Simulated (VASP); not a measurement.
# Na (Pm-3m) in VASP: further runs

Runs on Na. Level: r2SCAN. Tasks: single point.

All numbers are computed with VASP 6.6.1; they aren't measurements. Logs are shortened: lines on timing, memory, paths and dates and some standing lists are left out, and cuts for length are marked.

### Step 1. The cell of the first run

Symmetry: Pm-3m, No. 221, cubic system. The conventional cell has a = 3.418 Å, b = 3.418 Å, c = 3.418 Å, α = 90.00°, β = 90.00°, γ = 90.00°. Na (site symmetry m-3m) has 6 Na at 3.42 Å within 4.5 Å.

This isn't the form of Na at room conditions, which is bcc.

### Step 2. Single point, r2SCAN

POSCAR reads:

```
Na
1.0
    3.4181960134      0.0000000000      0.0000000000
    0.0000000000      3.4181960134      0.0000000000
    0.0000000000      0.0000000000      3.4181960134
Na
1
Direct
    0.0000000000      0.0000000000      0.0000000000
```

INCAR.step1 reads:

```
PREC     = Accurate       # precision mode
ENCUT    = 520            # plane-wave cutoff, eV
ISMEAR   = -1             # smearing method
SIGMA    = 0.1            # smearing width, eV
LREAL    = False          # projectors in reciprocal space
LASPH    = True           # aspherical terms in the spheres
NELM     = 60             # most SCF steps
NBANDS   = 10             # bands
GGA      = PE             # functional
ALGO     = Normal         # electronic algorithm
EDIFF    = 1E-4           # SCF threshold, eV
LWAVE    = True           # write WAVECAR
LCHARG   = False          # write CHGCAR
```

INCAR.step2 reads:

```
PREC     = Accurate       # precision mode
ENCUT    = 520            # plane-wave cutoff, eV
EDIFF    = 1E-7           # SCF threshold, eV
ISMEAR   = -1             # smearing method
SIGMA    = 0.1            # smearing width, eV
LREAL    = False          # projectors in reciprocal space
LASPH    = True           # aspherical terms in the spheres
NELM     = 60             # most SCF steps
ALGO     = Normal         # electronic algorithm
ISIF     = 2              # what is computed and relaxed
LWAVE    = False          # write WAVECAR
LCHARG   = False          # write CHGCAR
METAGGA  = R2SCAN         # meta-GGA
LMIXTAU  = True         
NBANDS   = 10             # bands
ISTART   = 1
```

KPOINTS reads:

```
Automatic mesh
0
Gamma
  9 9 9
```

Potentials or basis: VASP PAW PBE potentials, release 64 (Na_pv).

Started as:

```console
cat potpaw_PBE.64/Na_pv/POTCAR > POTCAR
cp INCAR.step1 INCAR
mpirun -np 1 vasp_std > vasp.out
cp INCAR.step2 INCAR
mpirun -np 1 vasp_std > vasp.out
```

OUTCAR:

```text
PREC = Accurate
   ENCUT = 520
   EDIFF = 1E-7
   ISMEAR = -1
   LREAL = False
   LASPH = True
   NELM = 60
   ISIF = 2
   METAGGA = R2SCAN
   ISTART = 1

 ion  position               nearest neighbor table
   1  0.000  0.000  0.000-

  LATTYP: Found a simple cubic cell.
 ALAT       =     3.4181960134

  Lattice vectors:

 A1 = (   3.4181960134,   0.0000000000,   0.0000000000)
 A2 = (   0.0000000000,   3.4181960134,   0.0000000000)
 A3 = (   0.0000000000,   0.0000000000,   3.4181960134)

Analysis of symmetry for initial positions (statically):
=====================================================================
 Subroutine PRICEL returns:
 Original cell was already a primitive cell.

 Routine SETGRP: Setting up the symmetry group for a
 simple cubic supercell.

 Subroutine GETGRP returns: Found 48 space group operations
 (whereof 48 operations were pure point group operations)
 out of a pool of 48 trial point group operations.

The static configuration has the point symmetry O_h .

Analysis of symmetry for dynamics (positions and initial velocities):
=====================================================================
 Subroutine PRICEL returns:
 Original cell was already a primitive cell.

 Routine SETGRP: Setting up the symmetry group for a
 simple cubic supercell.

 Subroutine GETGRP returns: Found 48 space group operations
 (whereof 48 operations were pure point group operations)
 out of a pool of 48 trial point group operations.

The dynamic configuration has the point symmetry O_h .

 Subroutine INISYM returns: Found 48 space group operations
 (whereof 48 operations are pure point group operations),
 and found     1 'primitive' translations

----------------------------------------------------------------------------------------

                                     Primitive cell

  volume of cell :      39.9384

  direct lattice vectors                    reciprocal lattice vectors
     3.418196013  0.000000000  0.000000000     0.292551977  0.000000000  0.000000000
     0.000000000  3.418196013  0.000000000     0.000000000  0.292551977  0.000000000
     0.000000000  0.000000000  3.418196013     0.000000000  0.000000000  0.292551977

  length of vectors
     3.418196013  3.418196013  3.418196013     0.292551977  0.292551977  0.292551977

  position of ions in fractional coordinates (direct lattice)
     0.000000000  0.000000000  0.000000000

  ion indices of the primitive-cell ions
   primitive index   ion index
                 1           1

----------------------------------------------------------------------------------------

 KPOINTS: Automatic mesh

Automatic generation of k-mesh.
 Grid dimensions read from file:
 generate k-points for:    9    9    9

 Generating k-lattice:

  Cartesian coordinates                     Fractional coordinates (reciprocal lattice)
     0.032505775  0.000000000  0.000000000     0.111111111  0.000000000  0.000000000
     0.000000000  0.032505775  0.000000000     0.000000000  0.111111111  0.000000000
     0.000000000  0.000000000  0.032505775     0.000000000  0.000000000  0.111111111

  Length of vectors
     0.032505775  0.032505775  0.032505775

  Shift w.r.t. Gamma in fractional coordinates (k-lattice)
     0.000000000  0.000000000  0.000000000

 Subroutine IBZKPT returns following result:
 ===========================================

 Found     35 irreducible k-points:

 Following reciprocal coordinates:
            Coordinates               Weight
  0.000000  0.000000  0.000000      1.000000
  0.111111  0.000000  0.000000      6.000000
  0.222222  0.000000  0.000000      6.000000
  0.333333  0.000000  0.000000      6.000000
  0.444444  0.000000  0.000000      6.000000
  0.111111  0.111111  0.000000     12.000000
[... 16 lines left out ...]
  0.333333  0.333333  0.111111     24.000000
  0.444444  0.333333  0.111111     48.000000
 [... further k-points ...]
   k-points           NKPTS =     35   k-points in BZ     NKDIM =     35   number of bands    NBANDS=     10
   number of dos      NEDOS =    301   number of ions     NIONS =      1
   total plane-waves  NPLWV =  21952
   dimension x,y,z NGX =    28 NGY =   28 NGZ =   28
   dimension x,y,z NGXF=    56 NGYF=   56 NGZF=   56
   ions per type =               1
   NGX,Y,Z   is equivalent  to a cutoff of  13.62, 13.62, 13.62 a.u.
   NGXF,Y,Z  is equivalent  to a cutoff of  27.24, 27.24, 27.24 a.u.
 SYSTEM =  unknown system
   PREC   = accura    normal or accurate (medium, high low for compatibility)
   ISTART =      1    job   : 0-new  1-cont  2-samecut
   ICHARG =      0    charge: 1-file 2-atom 10-const
   ISPIN  =      1    spin polarized calculation?
   LNONCOLLINEAR =      F non collinear calculations
   LSORBIT =      F    spin-orbit coupling
   LASPH  =      T    aspherical Exc in radial PAW
   ENCUT  =  520.0 eV  38.22 Ry    6.18 a.u.   6.36  6.36  6.36*2*pi/ulx,y,z
   NELM   =     60;   NELMIN=  2; NELMDL=  0     # of ELM steps
   EDIFF  = 0.1E-06   stopping-criterion for ELM
   LREAL  =      F    real-space projection
   EDIFFG = 0.1E-05   stopping-criterion for IOM
   NSW    =      0    number of steps for IOM
   IBRION =     -1    ionic relax: 0-MD 1-quasi-New 2-CG
   NFREE  =      0    steps in history (QN), initial steepest desc. (CG)
   ISIF   =      2    stress and relaxation
   ISYM   =      2    0-nonsym 1-usesym 2-fastsym
   POTIM  = 0.5000    time-step for ionic-motion
   TEBEG  =    0.0;   TEEND  =   0.0 temperature during run
   PSTRESS=    0.0 pullay stress
   NELECT =       7.0000    total number of electrons
   NUPDOWN=      -1.0000    fix difference up-down
   EMIN   =  10.00;   EMAX   =-10.00  energy-range for DOS
   EFERMI =   0.00;   METHOD = LEGACY
   ISMEAR =    -1;   SIGMA  =   0.10  broadening in eV -4-tet -1-fermi 0-gaus
   EFERMI_NEDOS =   21; number of points for ismear=-14 and -15
   IALGO  =     38    algorithm
   IMIX   =      4    mixing-type and parameters
     AMIX     =   0.40;   BMIX     =  1.00
     AMIX_MAG =   1.60;   BMIX_MAG =  1.00
  volume/ion in A,a.u.               =      39.94       269.52
  Fermi-wavevector in a.u.,A,eV,Ry     =   0.916172  1.731315 11.420348  0.839372
  Thomas-Fermi vector in A             =   2.040998
   LORBIT       =      0    0 simple, 1 ext, 2 COOP (PROOUT), +10 PAW based schemes
   METAGGA = R2SCAN    functional components
   LHFCALC =     F    Hartree Fock is set to
   AEXX    =    0.0000 exact exchange contribution
   IVDW    =     0    specifies the selected vdW correction
   LEPSILON=     F    determine dielectric tensor
   LRPA    =     F    only Hartree local field effects (RPA)
 non-spin polarized calculation
  energy-cutoff  :      520.00
  volume of cell :       39.94
 maximum number of plane-waves:      1089
 NGX is ok and might be reduce to    28
   NGX = 13   NGY = 13   NGZ = 13

 number of electron       7.0000015 magnetization

 Free energy of the ion-electron system (eV)
  ---------------------------------------------------
  ext. energy  EPLUGINS =         0.00000000
  ---------------------------------------------------
  free energy    TOTEN  =        -3.43360792 eV

  energy without entropy =       -3.41736773  energy(sigma->0) =       -3.42548783

 E-fermi :   0.1424     XC(G=0):  -6.7102

 val. band max:        0.0753209324   @ k =   0.3333   0.3333   0.1111
 cond. band min:       0.2251810186   @ k =   0.4444   0.2222   0.0000
 fundamental gap:      0.1498600861
 Fermi energy:         0.1423779829

 k-point     1 :       0.0000    0.0000    0.0000
  band No.  band energies     occupation
      1     -26.1085      2.00000
      2     -26.1085      2.00000
      3     -26.1085      2.00000
      4      -3.1781      2.00000
      5       8.8027      0.00000
      6       8.8027      0.00000
      7      10.4754      0.00000
      8      10.4754      0.00000
      9      10.4754      0.00000
     10      13.7627      0.00000

 k-point     2 :       0.1111    0.0000    0.0000
  band No.  band energies     occupation
      1     -26.1139      2.00000
      2     -26.1081      2.00000
      3     -26.1081      2.00000
      4      -3.0023      2.00000
      5       7.1859      0.00000
      6       8.9631      0.00000
      7      10.6131      0.00000
      8      10.6131      0.00000
      9      11.4863      0.00000
     10      14.7861      0.00000

 k-point     3 :       0.2222    0.0000    0.0000
  band No.  band energies     occupation
      1     -26.1274      2.00000
      2     -26.1069      2.00000
      3     -26.1069      2.00000
      4      -2.4782      2.00000
      5       4.9712      0.00000
      6       9.4367      0.00000
      7      11.0246      0.00000
      8      11.0246      0.00000
      9      12.4054      0.00000
     10      17.2669      0.00000

 k-point     4 :       0.3333    0.0000    0.0000
  band No.  band energies     occupation
      1     -26.1427      2.00000
      2     -26.1056      2.00000
      3     -26.1056      2.00000
      4      -1.6155      2.00000
      5       2.9164      0.00000
      6      10.1845      0.00000
      7      11.7000      0.00000
      8      11.7000      0.00000
      9      13.3023      0.00000
     10      15.4910      0.00000
[... 222 lines left out ...]
 k-point    22 :       0.4444    0.2222    0.1111
  band No.  band energies     occupation
      1     -26.1495      2.00000
      2     -26.1222      2.00000
      3     -26.1082      2.00000
      4       0.3910      0.15365
      5       1.9637      0.00000
      6       7.7073      0.00000
      7       9.0733      0.00000
      8      10.9404      0.00000
      9      12.5652      0.00000
     10      16.5224      0.00000

 k-point    23 :       0.3333    0.3333    0.1111
  band No.  band energies     occupation
      1     -26.1385      2.00000
      2     -26.1376      2.00000
      3     -26.1078      2.00000
      4       0.0753      1.32326
      5       4.1653      0.00000
      6       4.9732      0.00000
      7       8.8210      0.00000
      8      10.7087      0.00000
      9      13.9674      0.00000
     10      16.0847      0.00000

 k-point    24 :       0.4444    0.3333    0.1111
  band No.  band energies     occupation
      1     -26.1476      2.00000
      2     -26.1368      2.00000
      3     -26.1069      2.00000
      4       1.2137      0.00004
      5       2.7622      0.00000
      6       5.6997      0.00000
      7       7.2396      0.00000
      8      11.6328      0.00000
      9      13.0212      0.00000
     10      16.3587      0.00000

 [... further k-points ...]
[... 5 lines left out ...]
  --------------------------------------------------------------------------------------
  -------------------------------------------------------------------------------------
  Total        0.0098275      0.0098275      0.0098275      0.0000000      0.0000000     -0.0000000
  in kB        0.3942406      0.3942406      0.3942406      0.0000000      0.0000000     -0.0000000
  external PRESSURE =       0.3942406 kB  Pullay stress =       0.0000000 kB

 VOLUME and BASIS-vectors are now :
 -----------------------------------------------------------------------------
  energy-cutoff  :      520.00
  volume of cell :       39.94
      direct lattice vectors                 reciprocal lattice vectors
     3.418196013  0.000000000  0.000000000     0.292551977  0.000000000  0.000000000
     0.000000000  3.418196013  0.000000000     0.000000000  0.292551977  0.000000000
     0.000000000  0.000000000  3.418196013     0.000000000  0.000000000  0.292551977

 POSITION                                       TOTAL-FORCE (eV/Angst)
 -----------------------------------------------------------------------------------
      0.00000      0.00000      0.00000         0.000000      0.000000      0.000000
 -----------------------------------------------------------------------------------
    total drift:                               -0.000000      0.000000     -0.000000

  FREE ENERGIE OF THE ION-ELECTRON SYSTEM (eV)
  ---------------------------------------------------
  free  energy   TOTEN  =        -3.4336079223 eV

  energy  without entropy=       -3.4173677338  energy(sigma->0) =       -3.42548783
```

Wall time 94 s (1 thread of AMD EPYC 7R13, shared host); peak memory 0.13 GiB.

Results:

- Free energy: -3.4336 eV
- Pressure: 0.0 GPa
- Band gap on the k mesh: zero (an odd number of electrons rules out a gap without spin polarisation)

Levels at points of the mesh, in eV from the Fermi level:
| k point | band 1 | band 2 | band 3 | band 4 | band 5 | band 6 | band 7 | band 8 | band 9 |
| --- | --- | --- | --- | --- | --- | --- | --- | --- | --- |
| (0.00, 0.00, 0.00) | -26.25 | -26.25 | -26.25 | -3.32 | 8.66 | 8.66 | 10.33 | 10.33 | 10.33 |

Caveat: the PAW data sets were made with another functional, which shifts forces and pressure a little.

### Step 3. Single point, r2SCAN (35.15 Å³/atom)

This run uses another cell than the first one, of 35.15 Å³/atom.

POSCAR reads:

```
Na
1.0
    3.2756024508      0.0000000000      0.0000000000
    0.0000000000      3.2756024508      0.0000000000
    0.0000000000      0.0000000000      3.2756024508
Na
1
Direct
    0.0000000000      0.0000000000      0.0000000000
```

INCAR.step1 reads:

```
PREC = Accurate ; ENCUT = 520
ISMEAR = -1 ; SIGMA = 0.1
LREAL = False ; LASPH = True
NELM = 60 ; NBANDS = 10
GGA = PE ; ALGO = Normal
EDIFF = 1E-4 ; LWAVE = True
LCHARG = False
```

INCAR.step2 reads:

```
PREC = Accurate ; ENCUT = 520
EDIFF = 1E-6 ; ISMEAR = -1
SIGMA = 0.1 ; LREAL = False
LASPH = True ; NELM = 60
ALGO = Normal ; ISIF = 2
LWAVE = False ; LCHARG = False
METAGGA = R2SCAN ; LMIXTAU = True
NBANDS = 10 ; ISTART = 1
```

KPOINTS reads:

```
regular mesh
0
Gamma
  10 10 10
```

Potentials or basis: VASP PAW PBE potentials, release 64 (Na_pv).

Started as:

```console
cat potpaw_PBE.64/Na_pv/POTCAR > POTCAR
cp INCAR.step1 INCAR
mpirun -np 1 vasp_std > vasp.out
cp INCAR.step2 INCAR
mpirun -np 1 vasp_std > vasp.out
```

OUTCAR:

```text
PREC = Accurate
   ENCUT = 520
   EDIFF = 1E-6
   ISMEAR = -1
   LREAL = False
   LASPH = True
   NELM = 60
   ISIF = 2
   METAGGA = R2SCAN
   ISTART = 1

 ion  position               nearest neighbor table
   1  0.000  0.000  0.000-

  LATTYP: Found a simple cubic cell.
 ALAT       =     3.2756024508

  Lattice vectors:

 A1 = (   3.2756024508,   0.0000000000,   0.0000000000)
 A2 = (   0.0000000000,   3.2756024508,   0.0000000000)
 A3 = (   0.0000000000,   0.0000000000,   3.2756024508)
[... 480 lines left out ...]
      1     -25.7137      2.00000
      2     -25.6725      2.00000
      3     -25.6718      2.00000
      4      -1.3933      2.00000
      5       4.4272      0.00000
      6       9.3245      0.00000
      7      10.9765      0.00000
      8      14.0970      0.00000
      9      16.0798      0.00000
     10      16.0986      0.00000

 [... further k-points ...]
[... 5 lines left out ...]
  --------------------------------------------------------------------------------------
  -------------------------------------------------------------------------------------
  Total        0.2055893      0.2055893      0.2055893      0.0000000      0.0000000     -0.0000000
  in kB        9.3721137      9.3721137      9.3721137      0.0000000      0.0000000     -0.0000000
  external PRESSURE =       9.3721137 kB  Pullay stress =       0.0000000 kB

 VOLUME and BASIS-vectors are now :
 -----------------------------------------------------------------------------
  energy-cutoff  :      520.00
  volume of cell :       35.15
      direct lattice vectors                 reciprocal lattice vectors
     3.275602451  0.000000000  0.000000000     0.305287352  0.000000000  0.000000000
     0.000000000  3.275602451  0.000000000     0.000000000  0.305287352  0.000000000
     0.000000000  0.000000000  3.275602451     0.000000000  0.000000000  0.305287352

 POSITION                                       TOTAL-FORCE (eV/Angst)
 -----------------------------------------------------------------------------------
      0.00000      0.00000      0.00000         0.000000      0.000000      0.000000
 -----------------------------------------------------------------------------------
    total drift:                               -0.000000      0.000000     -0.000000

  FREE ENERGIE OF THE ION-ELECTRON SYSTEM (eV)
  ---------------------------------------------------
  free  energy   TOTEN  =        -3.4244216469 eV

  energy  without entropy=       -3.4102564732  energy(sigma->0) =       -3.41733906
```

OUTCAR.step1:

```text
PREC = Accurate
   ENCUT = 520
   ISMEAR = -1
   LREAL = False
   LASPH = True
   NELM = 60
[... 526 lines left out ...]
 POSITION                                       TOTAL-FORCE (eV/Angst)
 -----------------------------------------------------------------------------------
      0.00000      0.00000      0.00000         0.000000      0.000000      0.000000
 -----------------------------------------------------------------------------------
    total drift:                                0.000000      0.000000     -0.000000

  FREE ENERGIE OF THE ION-ELECTRON SYSTEM (eV)
  ---------------------------------------------------
  free  energy   TOTEN  =        -1.1890144120 eV

  energy  without entropy=       -1.1739883676  energy(sigma->0) =       -1.18150139
```

Wall time 78 s (1 thread of AMD EPYC 7R13, shared host); peak memory 0.11 GiB.

What came out:

- Free energy: -3.4244 eV
- Pressure: 0.9 GPa
- Band gap on the k mesh: zero (an odd number of electrons rules out a gap without spin polarisation)

Levels at points of the mesh, in eV from the Fermi level:
| k point | band 1 | band 2 | band 3 | band 4 | band 5 | band 6 | band 7 | band 8 |
| --- | --- | --- | --- | --- | --- | --- | --- | --- |
| (0.00, 0.00, 0.00) | -26.24 | -26.24 | -26.24 | -3.64 | 9.14 | 9.14 | 11.14 | 11.14 |
| (0.50, 0.00, 0.00) | -26.31 | -26.24 | -26.24 | -0.17 | 0.45 | 11.73 | 13.44 | 13.44 |
| (0.50, 0.50, 0.00) | -26.30 | -26.30 | -26.23 | 3.27 | 3.41 | 3.41 | 5.11 | 16.05 |
| (0.50, 0.50, 0.50) | -26.29 | -26.29 | -26.29 | 6.37 | 6.37 | 6.37 | 7.10 | 7.10 |

Caveat: the PAW data sets were made with another functional, which shifts forces and pressure a little.

(Part 1 of 2 ends here.)
